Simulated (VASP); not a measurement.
TaN, 2 atoms in the cell. Symmetry: Fm-3m, No. 225, cubic system. Conventional cell: a = 4.358 Å, b = 4.358 Å, c = 4.358 Å, α = 90.00°, β = 90.00°, γ = 90.00°. Ta (site symmetry m-3m) has 6 N at 2.18 Å within 2.9 Å. Within 2.9 Å of N (site symmetry m-3m) lie 6 Ta at 2.18 Å. 

```yaml
Program: VASP 6.6.1
Task: single point
Functional: r2SCAN
Potentials_or_basis: VASP PAW PBE potentials, release 64 (Ta_sv_GW, N)
Cutoff: 770 eV
k_mesh: 7 × 7 × 7
Occupations: gaussian, width 0.05 eV
Spin: collinear spin
Starting_moments: "[2.0, 0.0] μB"
Hubbard_terms: Ta d U = 4.0 eV
Dipole_correction: no
Further_INCAR_settings: ALGO = Normal; EDIFF = 1e-06; NBANDS = 20
```

Potentials or basis: VASP PAW PBE potentials, release 64 (Ta_sv_GW, N).

Command:

```console
$ cat potpaw_PBE.64/Ta_sv_GW/POTCAR potpaw_PBE.64/N/POTCAR > POTCAR
$ cp INCAR.step1 INCAR
$ mpirun -np 1 vasp_std > vasp.out
$ cp INCAR.step2 INCAR
$ mpirun -np 1 vasp_std > vasp.out
```

Hardware: 1 thread of AMD EPYC 9R45 96-Core Processor (Zen 5), with other jobs on the host.

Q: How long does it take, and how much memory?

A: It took 72 s on 1 thread of AMD EPYC 9R45 96-Core Processor (Zen 5), on a shared host, peak memory 0.18 GiB. Counts: k points 20.
